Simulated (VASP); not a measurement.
# Si2Mo (I4/mmm) in VASP: further runs

Si2Mo is run at these levels: PBE; tasks: single point.

Everything below comes from runs of VASP 6.6.1. Logs are shortened: lines on timing, memory, paths and dates and some standing lists are left out, and cuts for length are marked.

**1. The cell of the first run**

Symmetry: I4/mmm, No. 139, tetragonal system. The conventional cell has a = 3.170 Å, b = 3.170 Å, c = 7.782 Å, α = 90.00°, β = 90.00°, γ = 90.00°. Within 3.4 Å of Si (site symmetry 4mm) lie 9 Si at 2.58 to 3.17 Å and 5 Mo at 2.59 to 2.60 Å. Mo (site symmetry 4/mmm) has 10 Si at 2.59 to 2.60 Å and 4 Mo at 3.17 Å within 3.4 Å.

**2. Single point, PBE (volume scaled by 0.960)**

The input, INCAR:

```
PREC = Accurate
ENCUT = 520
EDIFF = 1E-6
ISMEAR = 0
SIGMA = 0.05
LREAL = False
LASPH = True
NELM = 60
ALGO = Normal
ISIF = 2
LWAVE = False
LCHARG = True
GGA = PE
LELF = True
LVHAR = True
NBANDS = 18
```

The input, KPOINTS:

```
Automatic mesh
0
Gamma
  14 14 14
```

The input, POSCAR:

```
Si2Mo
1.0
   -1.5851787313      1.5851787313      3.8912105428
    1.5851787313     -1.5851787313      3.8912105428
    1.5851787313      1.5851787313     -3.8912105428
Si Mo
2 1
Direct
    0.3345069689      0.3345069689      0.0000000000
    0.6654930311      0.6654930311      0.0000000000
    0.0000000000      0.0000000000      0.0000000000
```

Potentials or basis: VASP PAW PBE potentials, release 64 (Si, Mo_sv).

On the command line:

```console
cat potpaw_PBE.64/Si/POTCAR potpaw_PBE.64/Mo_sv/POTCAR > POTCAR
mpirun -np 1 vasp_std > vasp.out
```

OUTCAR:

```text
PREC = Accurate
   ENCUT = 520
   EDIFF = 1E-6
   ISMEAR = 0
   LREAL = False
   LASPH = True
   NELM = 60
   ISIF = 2
   GGA = PE

 ion  position               nearest neighbor table
   1  0.335  0.335  0.000-   2 2.58   3 2.59   3 2.59   3 2.59   3 2.59   2 2.60   2 2.60   2 2.60
                             2 2.60   3 2.60
   2  0.665  0.665  0.000-   1 2.58   3 2.59   3 2.59   3 2.59   3 2.59   1 2.60   1 2.60   1 2.60
                             1 2.60   3 2.60
   3  0.000  0.000  0.000-   2 2.59   1 2.59   2 2.59   1 2.59   2 2.59   1 2.59   1 2.59   2 2.59
                             1 2.60   2 2.60

  LATTYP: Found a body centered tetragonal cell.
 ALAT       =     3.1703574626
 C/A-ratio  =     2.4547456170

  Lattice vectors:

 A1 = (  -1.5851787313,   1.5851787313,   3.8912105428)
 A2 = (   1.5851787313,  -1.5851787313,   3.8912105428)
 A3 = (   1.5851787313,   1.5851787313,  -3.8912105428)

Analysis of symmetry for initial positions (statically):
=====================================================================
 Subroutine PRICEL returns:
 Original cell was already a primitive cell.

 Routine SETGRP: Setting up the symmetry group for a
 body centered tetragonal supercell.

 Subroutine GETGRP returns: Found 16 space group operations
 (whereof 16 operations were pure point group operations)
 out of a pool of 16 trial point group operations.

The static configuration has the point symmetry D_4h.

Analysis of symmetry for dynamics (positions and initial velocities):
=====================================================================
 Subroutine PRICEL returns:
 Original cell was already a primitive cell.

 Routine SETGRP: Setting up the symmetry group for a
 body centered tetragonal supercell.

 Subroutine GETGRP returns: Found 16 space group operations
 (whereof 16 operations were pure point group operations)
 out of a pool of 16 trial point group operations.

The dynamic configuration has the point symmetry D_4h.

 Subroutine INISYM returns: Found 16 space group operations
 (whereof 16 operations are pure point group operations),
 and found     1 'primitive' translations

----------------------------------------------------------------------------------------

                                     Primitive cell

  volume of cell :      39.1112

  direct lattice vectors                    reciprocal lattice vectors
    -1.585178731  1.585178731  3.891210543     0.000000000  0.315421845  0.128494718
     1.585178731 -1.585178731  3.891210543     0.315421845  0.000000000  0.128494718
     1.585178731  1.585178731 -3.891210543     0.315421845  0.315421845  0.000000000

  length of vectors
     4.490779744  4.490779744  4.490779744     0.340590418  0.340590418  0.446073851

  position of ions in fractional coordinates (direct lattice)
     0.334506969  0.334506969  0.000000000
     0.665493031  0.665493031  0.000000000
     0.000000000  0.000000000  0.000000000

  ion indices of the primitive-cell ions
   primitive index   ion index
                 1           1
                 2           2
                 3           3

----------------------------------------------------------------------------------------

 KPOINTS: Automatic mesh

Automatic generation of k-mesh.
 Grid dimensions read from file:
 generate k-points for:   14   14   14

 Generating k-lattice:

  Cartesian coordinates                     Fractional coordinates (reciprocal lattice)
     0.000000000  0.022530132  0.009178194     0.071428571  0.000000000 -0.000000000
     0.022530132  0.000000000  0.009178194     0.000000000  0.071428571 -0.000000000
     0.022530132  0.022530132  0.000000000     0.000000000  0.000000000  0.071428571

  Length of vectors
     0.024327887  0.024327887  0.031862418

  Shift w.r.t. Gamma in fractional coordinates (k-lattice)
     0.000000000  0.000000000  0.000000000

 Subroutine IBZKPT returns following result:
 ===========================================

 Found    244 irreducible k-points:

 Following reciprocal coordinates:
            Coordinates               Weight
  0.000000  0.000000  0.000000      1.000000
  0.071429  0.000000 -0.000000      8.000000
  0.142857  0.000000 -0.000000      8.000000
  0.214286  0.000000 -0.000000      8.000000
  0.285714  0.000000 -0.000000      8.000000
  0.357143 -0.000000  0.000000      8.000000
[... 16 lines left out ...]
  0.214286  0.142857 -0.000000     16.000000
  0.285714  0.142857 -0.000000     16.000000
 [... further k-points ...]
   k-points           NKPTS =    244   k-points in BZ     NKDIM =    244   number of bands    NBANDS=     18
   number of dos      NEDOS =    301   number of ions     NIONS =      3
   total plane-waves  NPLWV =  46656
   dimension x,y,z NGX =    36 NGY =   36 NGZ =   36
   dimension x,y,z NGXF=    72 NGYF=   72 NGZF=   72
   ions per type =               2   1
   NGX,Y,Z   is equivalent  to a cutoff of  13.33, 13.33, 13.33 a.u.
   NGXF,Y,Z  is equivalent  to a cutoff of  26.65, 26.65, 26.65 a.u.
 SYSTEM =  unknown system
   PREC   = accura    normal or accurate (medium, high low for compatibility)
   ISTART =      0    job   : 0-new  1-cont  2-samecut
   ICHARG =      2    charge: 1-file 2-atom 10-const
   ISPIN  =      1    spin polarized calculation?
   LNONCOLLINEAR =      F non collinear calculations
   LSORBIT =      F    spin-orbit coupling
   LASPH  =      T    aspherical Exc in radial PAW
   ENCUT  =  520.0 eV  38.22 Ry    6.18 a.u.   8.35  8.35  8.35*2*pi/ulx,y,z
   NELM   =     60;   NELMIN=  2; NELMDL= -5     # of ELM steps
   EDIFF  = 0.1E-05   stopping-criterion for ELM
   LREAL  =      F    real-space projection
   EDIFFG = 0.1E-04   stopping-criterion for IOM
   NSW    =      0    number of steps for IOM
   IBRION =     -1    ionic relax: 0-MD 1-quasi-New 2-CG
   NFREE  =      0    steps in history (QN), initial steepest desc. (CG)
   ISIF   =      2    stress and relaxation
   ISYM   =      2    0-nonsym 1-usesym 2-fastsym
   POTIM  = 0.5000    time-step for ionic-motion
   TEBEG  =    0.0;   TEEND  =   0.0 temperature during run
   PSTRESS=    0.0 pullay stress
   NELECT =      22.0000    total number of electrons
   NUPDOWN=      -1.0000    fix difference up-down
   EMIN   =  10.00;   EMAX   =-10.00  energy-range for DOS
   EFERMI =   0.00;   METHOD = LEGACY
   ISMEAR =     0;   SIGMA  =   0.05  broadening in eV -4-tet -1-fermi 0-gaus
   EFERMI_NEDOS =   21; number of points for ismear=-14 and -15
   IALGO  =     38    algorithm
   IMIX   =      4    mixing-type and parameters
     AMIX     =   0.40;   BMIX     =  1.00
     AMIX_MAG =   1.60;   BMIX_MAG =  1.00
  volume/ion in A,a.u.               =      13.04        87.98
  Fermi-wavevector in a.u.,A,eV,Ry     =   1.351394  2.553764 24.847855  1.826266
  Thomas-Fermi vector in A             =   2.478819
   LORBIT       =      0    0 simple, 1 ext, 2 COOP (PROOUT), +10 PAW based schemes
   GGA     = PE    functional components
   LHFCALC =     F    Hartree Fock is set to
   AEXX    =    0.0000 exact exchange contribution
   IVDW    =     0    specifies the selected vdW correction
   LEPSILON=     F    determine dielectric tensor
   LRPA    =     F    only Hartree local field effects (RPA)
 non-spin polarized calculation
 Gauss-broadening in eV      SIGMA  =   0.05
  energy-cutoff  :      520.00
  volume of cell :       39.11
 maximum number of plane-waves:      1079
 NGX is ok and might be reduce to    36
   NGX = 17   NGY = 17   NGZ = 17

 number of electron      22.0000000 magnetization

 Free energy of the ion-electron system (eV)
  ---------------------------------------------------
  ext. energy  EPLUGINS =         0.00000000
  ---------------------------------------------------
  free energy    TOTEN  =       -23.21470039 eV

  energy without entropy =      -23.21417807  energy(sigma->0) =      -23.21443923

 E-fermi :  12.7384     XC(G=0): -12.5636

 val. band max:       12.6320487057   @ k =  -0.3571  -0.4286   0.3571
 cond. band min:      12.7409064401   @ k =  -0.4286  -0.4286   0.3571
 fundamental gap:      0.1088577344
 Fermi energy:        12.7384415280

 k-point     1 :       0.0000    0.0000    0.0000
  band No.  band energies     occupation
      1     -47.9942      2.00000
      2     -22.1691      2.00000
      3     -22.0717      2.00000
      4     -22.0717      2.00000
      5      -0.9602      2.00000
      6       6.1347      2.00000
[... 10 lines left out ...]
     17      17.9519      0.00000
     18      17.9519      0.00000

 k-point     2 :       0.0714    0.0000   -0.0000
  band No.  band energies     occupation
      1     -47.9932      2.00000
      2     -22.1680      2.00000
      3     -22.0861      2.00000
      4     -22.0703      2.00000
      5      -0.8648      2.00000
      6       6.1464      2.00000
[... 10 lines left out ...]
     17      18.0209      0.00000
     18      18.5233      0.00000

 k-point     3 :       0.1429    0.0000   -0.0000
  band No.  band energies     occupation
      1     -47.9902      2.00000
      2     -22.1650      2.00000
      3     -22.1265      2.00000
      4     -22.0665      2.00000
      5      -0.5824      2.00000
      6       6.1491      2.00000
[... 10 lines left out ...]
     17      18.4464      0.00000
     18      19.6868      0.00000

 k-point     4 :       0.2143    0.0000   -0.0000
  band No.  band energies     occupation
      1     -47.9859      2.00000
      2     -22.1847      2.00000
      3     -22.1603      2.00000
      4     -22.0611      2.00000
      5      -0.1243      2.00000
      6       6.0124      2.00000
[... 375 lines left out ...]
      4     -22.1175      2.00000
      5      -0.1157      2.00000
      6       5.7409      2.00000
[... 10 lines left out ...]
     17      19.5859      0.00000
     18      20.0152      0.00000

 k-point    23 :       0.2143    0.1429   -0.0000
  band No.  band energies     occupation
      1     -47.9820      2.00000
      2     -22.1789      2.00000
      3     -22.1579      2.00000
      4     -22.1144      2.00000
      5       0.3676      2.00000
      6       5.5410      2.00000
[... 10 lines left out ...]
     17      19.5328      0.00000
     18      21.0819      0.00000

 k-point    24 :       0.2857    0.1429   -0.0000
  band No.  band energies     occupation
      1     -47.9773      2.00000
      2     -22.2412      2.00000
      3     -22.1529      2.00000
      4     -22.1077      2.00000
      5       0.9912      2.00000
      6       5.2258      2.00000
[... 10 lines left out ...]
     17      20.0868      0.00000
     18      21.2514      0.00000

 [... further k-points ...]
[... 5 lines left out ...]
  --------------------------------------------------------------------------------------
  -------------------------------------------------------------------------------------
  Total        2.2713760      2.2713760      2.2542267      0.0000000      0.0000000      0.0000000
  in kB       93.0461536     93.0461536     92.3436360      0.0000000      0.0000000      0.0000000
  external PRESSURE =      92.8119811 kB  Pullay stress =       0.0000000 kB

 VOLUME and BASIS-vectors are now :
 -----------------------------------------------------------------------------
  energy-cutoff  :      520.00
  volume of cell :       39.11
      direct lattice vectors                 reciprocal lattice vectors
    -1.585178731  1.585178731  3.891210543     0.000000000  0.315421845  0.128494718
     1.585178731 -1.585178731  3.891210543     0.315421845  0.000000000  0.128494718
     1.585178731  1.585178731 -3.891210543     0.315421845  0.315421845  0.000000000

 POSITION                                       TOTAL-FORCE (eV/Angst)
 -----------------------------------------------------------------------------------
      0.00000      0.00000      2.60327         0.000000      0.000000     -0.008068
      0.00000      0.00000      5.17915         0.000000      0.000000      0.008068
      0.00000      0.00000      0.00000        -0.000000     -0.000000     -0.000000
 -----------------------------------------------------------------------------------
    total drift:                               -0.000000      0.000000      0.000000

  FREE ENERGIE OF THE ION-ELECTRON SYSTEM (eV)
  ---------------------------------------------------
  free  energy   TOTEN  =       -23.2147003882 eV

  energy  without entropy=      -23.2141780728  energy(sigma->0) =      -23.21443923
```

It took 3.8 min on 1 thread of Intel Xeon Platinum 8259CL at 2.50GHz (Skylake/Cascade Lake), shared host; peak memory 0.32 GiB.

Results:

| Property | Result |
| --- | --- |
| Free energy | -23.2147 eV |
| Pressure | 9.3 GPa |
| Largest force | 0.008 eV/Å |
| Band gap on the k mesh | zero (band 11 reaches 13.21 eV, above the bottom of band 12 at 12.21 eV) |

Forces in eV/Å, atoms in the order of the input:
```
Si   0.000  0.000 -0.008
Si   0.000  0.000  0.008
Mo   0.000  0.000  0.000
```

**3. Single point, PBE (volume scaled by 0.980)**

The input, INCAR:

```
SYSTEM = Si2Mo
  PREC = Accurate
  ENCUT = 520
  EDIFF = 1E-6
  ISMEAR = 0
  SIGMA = 0.05
  LREAL = .False.
  LASPH = .True.
  NELM = 80
  ALGO = Normal
  ISIF = 2
  LWAVE = .False.
  LCHARG = .True.
  GGA = PE
  LELF = .True.
  LVHAR = .True.
  NBANDS = 18
```

The input, KPOINTS:

```
regular mesh
0
Gamma
  14 14 14
  0 0 0
```

The input, POSCAR:

```
Si2Mo
1.0
   -1.5969111255      1.5969111255      3.9141237542
    1.5969111255     -1.5969111255      3.9141237542
    1.5969111255      1.5969111255     -3.9141237542
Si Mo
2 1
Direct
    0.3348192695      0.3348192695      0.0000000000
    0.6651807305      0.6651807305      0.0000000000
    0.0000000000      0.0000000000      0.0000000000
```

Potentials or basis: VASP PAW PBE potentials, release 64 (Si, Mo_sv).

On the command line:

```console
cat potpaw_PBE.64/Si/POTCAR potpaw_PBE.64/Mo_sv/POTCAR > POTCAR
mpirun -np 1 vasp_std > vasp.out
```

OUTCAR:

```text
SYSTEM = Si2Mo
   PREC = Accurate
   ENCUT = 520
   EDIFF = 1E-6
   ISMEAR = 0
   LREAL = .False.
   LASPH = .True.
   NELM = 80
   ISIF = 2
   GGA = PE

 ion  position               nearest neighbor table
   1  0.335  0.335  0.000-   2 2.59   3 2.60   3 2.60   3 2.60   3 2.60   2 2.62   2 2.62   2 2.62
                             2 2.62   3 2.62
   2  0.665  0.665  0.000-   1 2.59   3 2.60   3 2.60   3 2.60   3 2.60   1 2.62   1 2.62   1 2.62
                             1 2.62   3 2.62
   3  0.000  0.000  0.000-   2 2.60   2 2.60   2 2.60   1 2.60   2 2.60   1 2.60   1 2.60   1 2.60
                             1 2.62   2 2.62

  LATTYP: Found a body centered tetragonal cell.
 ALAT       =     3.1938222510
 C/A-ratio  =     2.4510592303

  Lattice vectors:

 A1 = (  -1.5969111255,   1.5969111255,   3.9141237542)
 A2 = (   1.5969111255,  -1.5969111255,   3.9141237542)
 A3 = (   1.5969111255,   1.5969111255,  -3.9141237542)

Analysis of symmetry for initial positions (statically):
=====================================================================
 Subroutine PRICEL returns:
 Original cell was already a primitive cell.

 Routine SETGRP: Setting up the symmetry group for a
 body centered tetragonal supercell.

 Subroutine GETGRP returns: Found 16 space group operations
 (whereof 16 operations were pure point group operations)
 out of a pool of 16 trial point group operations.

The static configuration has the point symmetry D_4h.

Analysis of symmetry for dynamics (positions and initial velocities):
=====================================================================
 Subroutine PRICEL returns:
 Original cell was already a primitive cell.

 Routine SETGRP: Setting up the symmetry group for a
 body centered tetragonal supercell.

 Subroutine GETGRP returns: Found 16 space group operations
 (whereof 16 operations were pure point group operations)
 out of a pool of 16 trial point group operations.

The dynamic configuration has the point symmetry D_4h.

 Subroutine INISYM returns: Found 16 space group operations
[... 114 lines left out ...]
   ISMEAR =     0;   SIGMA  =   0.05  broadening in eV -4-tet -1-fermi 0-gaus
   EFERMI_NEDOS =   21; number of points for ismear=-14 and -15
   IALGO  =     38    algorithm
   IMIX   =      4    mixing-type and parameters
     AMIX     =   0.40;   BMIX     =  1.00
     AMIX_MAG =   1.60;   BMIX_MAG =  1.00
  volume/ion in A,a.u.               =      13.31        89.81
  Fermi-wavevector in a.u.,A,eV,Ry     =   1.342138  2.536272 24.508628  1.801333
  Thomas-Fermi vector in A             =   2.470315
   LORBIT       =      0    0 simple, 1 ext, 2 COOP (PROOUT), +10 PAW based schemes
   GGA     = PE    functional components
   LHFCALC =     F    Hartree Fock is set to
   AEXX    =    0.0000 exact exchange contribution
   IVDW    =     0    specifies the selected vdW correction
   LEPSILON=     F    determine dielectric tensor
   LRPA    =     F    only Hartree local field effects (RPA)
 non-spin polarized calculation
 Gauss-broadening in eV      SIGMA  =   0.05
  energy-cutoff  :      520.00
  volume of cell :       39.93
 maximum number of plane-waves:      1104
 NGX is ok and might be reduce to    36
   NGX = 17   NGY = 17   NGZ = 17

 number of electron      22.0000000 magnetization

 Free energy of the ion-electron system (eV)
  ---------------------------------------------------
  ext. energy  EPLUGINS =         0.00000000
  ---------------------------------------------------
  free energy    TOTEN  =       -23.24958595 eV

  energy without entropy =      -23.24904573  energy(sigma->0) =      -23.24931584

 E-fermi :  12.4241     XC(G=0): -12.4648

 val. band max:       12.4212761951   @ k =  -0.4286  -0.4286   0.3571
 cond. band min:      12.4377315870   @ k =  -0.4286  -0.4286   0.4286
 fundamental gap:      0.0164553919
 Fermi energy:        12.4240706760

 k-point     1 :       0.0000    0.0000    0.0000
  band No.  band energies     occupation
      1     -48.3358      2.00000
      2     -22.4929      2.00000
      3     -22.4120      2.00000
      4     -22.4120      2.00000
      5      -1.1081      2.00000
      6       5.9453      2.00000
[... 481 lines left out ...]
      5       0.8108      2.00000
      6       4.9886      2.00000
[... 10 lines left out ...]
     17      19.6799      0.00000
     18      20.8097      0.00000

 [... further k-points ...]
[... 5 lines left out ...]
  --------------------------------------------------------------------------------------
  -------------------------------------------------------------------------------------
  Total        1.1193164      1.1193164      1.1013176      0.0000000      0.0000000      0.0000000
  in kB       44.9166538     44.9166538     44.1943897      0.0000000      0.0000000      0.0000000
  external PRESSURE =      44.6758991 kB  Pullay stress =       0.0000000 kB

 VOLUME and BASIS-vectors are now :
 -----------------------------------------------------------------------------
  energy-cutoff  :      520.00
  volume of cell :       39.93
      direct lattice vectors                 reciprocal lattice vectors
    -1.596911125  1.596911125  3.914123754     0.000000000  0.313104463  0.127742512
     1.596911125 -1.596911125  3.914123754     0.313104463  0.000000000  0.127742512
     1.596911125  1.596911125 -3.914123754     0.313104463  0.313104463  0.000000000

 POSITION                                       TOTAL-FORCE (eV/Angst)
 -----------------------------------------------------------------------------------
      0.00000      0.00000      2.62105         0.000000      0.000000     -0.008200
      0.00000      0.00000      5.20720         0.000000      0.000000      0.008200
      0.00000      0.00000      0.00000        -0.000000     -0.000000     -0.000000
 -----------------------------------------------------------------------------------
    total drift:                               -0.000000     -0.000000      0.000000

  FREE ENERGIE OF THE ION-ELECTRON SYSTEM (eV)
  ---------------------------------------------------
  free  energy   TOTEN  =       -23.2495859528 eV

  energy  without entropy=      -23.2490457287  energy(sigma->0) =      -23.24931584
```

Run time: 4.5 min. Hardware: 1 thread of Intel Xeon Platinum 8259CL at 2.50GHz (Skylake/Cascade Lake), shared host; peak memory 0.32 GiB.

Results:

| Quantity | Value |
| --- | --- |
| Free energy | -23.2496 eV |
| Pressure | 4.5 GPa |
| Largest force | 0.008 eV/Å |
| Band gap on the k mesh | zero (band 11 reaches 12.86 eV, above the bottom of band 12 at 11.89 eV) |

Forces in eV/Å, atoms in the order of the input:
```
Si   0.000  0.000 -0.008
Si   0.000  0.000  0.008
Mo   0.000  0.000  0.000
```
